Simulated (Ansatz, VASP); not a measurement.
# One calculation of ZnSe, two programs

```xyz
2
Lattice="0.0000 2.8167 2.8167 2.8167 0.0000 2.8167 2.8167 2.8167 0.0000" Properties=species:S:1:pos:R:3 pbc="T T T"
Zn    0.0000    0.0000    0.0000
Se    1.4084    1.4084    1.4084
```

Alike in both runs: functional PBEsol; k mesh 8 × 8 × 8; occupations fermi-dirac, width 0.02 eV; no spin polarisation.

Ansatz relaxed the structure, and its values are those at the end. VASP's run is a single point on that final structure, the one shown.

|  | VASP | Ansatz |
| --- | --- | --- |
| version | VASP 6.6.1 | Ansatz 0.2.0 |
| potentials or method | VASP PAW PBE potentials, release 64 (Zn, Se), cutoff 520 eV | PAW plane waves |
| valence electrons in the cell | 18 | 28 |

|  | VASP | Ansatz | Ansatz less VASP |
| --- | --- | --- | --- |
| gap on the k mesh at the Fermi level (eV) | 1.24 | 1.24 | -0.008 |
| pressure (GPa) | 0.3 | 0.0 | -0.26 |

VASP's potentials were made for PBE, not for PBEsol, and Ansatz warns of the same on its side. The functional is the same, so the differences come from potentials, cutoffs and numerics. VASP's potentials hold 18 valence electrons a cell and Ansatz's 28, so a difference there can come from the potentials and not from the codes.
